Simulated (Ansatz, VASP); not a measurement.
SiNi in VASP and in Ansatz

```
Si Ni
1.0
     4.61220    0.00000    0.00000
     0.00000    4.61220    0.00000
     0.00000    0.00000    4.61220
Si Ni
4 4
Cartesian
  3.8984 3.8984 3.8984
  3.0199 0.7138 1.5923
  1.5923 3.0199 0.7138
  0.7138 1.5923 3.0199
  0.6714 0.6714 0.6714
  1.6347 3.9408 2.9775
  2.9775 1.6347 3.9408
  3.9408 2.9775 1.6347
```

Alike in both runs: functional PBEsol; k mesh 8 × 8 × 8; occupations gaussian, width 0.1 eV; no spin polarisation.

Ansatz relaxed the structure, and its values are those at the end. VASP's run is a single point on that final structure, the one shown.

|  | VASP | Ansatz |
| --- | --- | --- |
| version | VASP 6.6.1 | Ansatz 0.2.0 |
| potentials or method | VASP PAW PBE potentials, release 64 (Si, Ni), cutoff 520 eV | scalar-relativistic, plane waves, PAW |
| valence electrons in the cell | 56 | 88 |

VASP gave:

* gap on the k mesh at the Fermi level (eV): none
* pressure (GPa): -14.9

Problem. Estimate Ansatz's values.

Solution. gap on the k mesh at the Fermi level (eV): none; pressure (GPa): -15.1.

VASP's potentials were made for PBE, not for PBEsol. A gap of «none» marks a metal or a gap that the smearing closes. VASP's potentials hold 56 valence electrons a cell and Ansatz's 88, so a difference there can come from the potentials and not from the codes. Ansatz's warnings: stress scf threshold loose.
